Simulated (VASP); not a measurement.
Wanted: the native input for a VASP 6.6.1 run.

```
Task                   : single point
Functional             : PBEsol
Potentials or basis    : VASP PAW PBE potentials, release 64 (Mg, O)
Cutoff                 : 520 eV
k mesh                 : 4 × 4 × 4
Occupations            : gaussian, width 0.05 eV
Spin                   : no spin polarisation
Dipole correction      : no
Further INCAR settings : ALGO = Normal; EDIFF = 1e-06; NBANDS = 32
```

The structure of Mg6O5 (a cell with a defect) lies in POSCAR:

```
Mg6O5
1.0
    5.5908553621      0.0000000000      0.0000000000
    0.0000000000      5.5908553621      0.0000000000
    0.0000000000      0.0000000000      5.5908553621
Mg O
6 5
Direct
    0.2500000000      0.0000000000      0.5000000000
    0.0000000000      0.5000000000      0.2500000000
    0.5000000000      0.7500000000      0.0000000000
    0.7500000000      0.0000000000      0.5000000000
    0.0000000000      0.5000000000      0.7500000000
    0.5000000000      0.2500000000      0.0000000000
    0.5000000000      0.0000000000      0.2500000000
    0.0000000000      0.7500000000      0.5000000000
    1.0000000000      0.4373977724      0.0000000000
    0.5000000000      0.0000000000      0.7500000000
    0.0000000000      0.2500000000      0.5000000000
```

This cell differs from its parent crystal: atoms taken out, atom 9 moved 0.500 of the way to it and -0.350 Å across, host rigid.

One way to write it, as run:

INCAR

```
SYSTEM = Mg6O5
  ALGO = Normal
  EDIFF = 1E-6
  ENCUT = 520
  GGA = PS
  ISIF = 2
  ISMEAR = 0
  LASPH = .TRUE.
  LCHARG = .FALSE.
  LREAL = .FALSE.
  LWAVE = .FALSE.
  NBANDS = 32
  NELM = 80
  PREC = Accurate
  SIGMA = 0.05
```

KPOINTS

```
k-points
0
G
  4 4 4
  0 0 0
```

Potentials or basis: VASP PAW PBE potentials, release 64 (Mg, O).

The run is started by

```console
$ cat potpaw_PBE.64/Mg/POTCAR potpaw_PBE.64/O/POTCAR > POTCAR
$ mpirun -np 1 vasp_std > vasp.out
```

Results of the run:

```json
{
  "Pressure": "18.9 GPa",
  "Largest force": "20.448 eV/Å",
  "Band gap on the k mesh": "0.20 eV"
}
```

Caveat: the cell differs from its parent crystal (atoms taken out, atom 9 moved 0.500 of the way to it and -0.350 Å across, host rigid); atoms lie so close that the PAW spheres overlap strongly, which falsifies energies and pressures; the PAW data sets were made with another functional, which shifts forces and pressure a little.

It took 5 min on 1 thread of AMD EPYC 7R13 (shared host), peak memory 0.28 GiB.
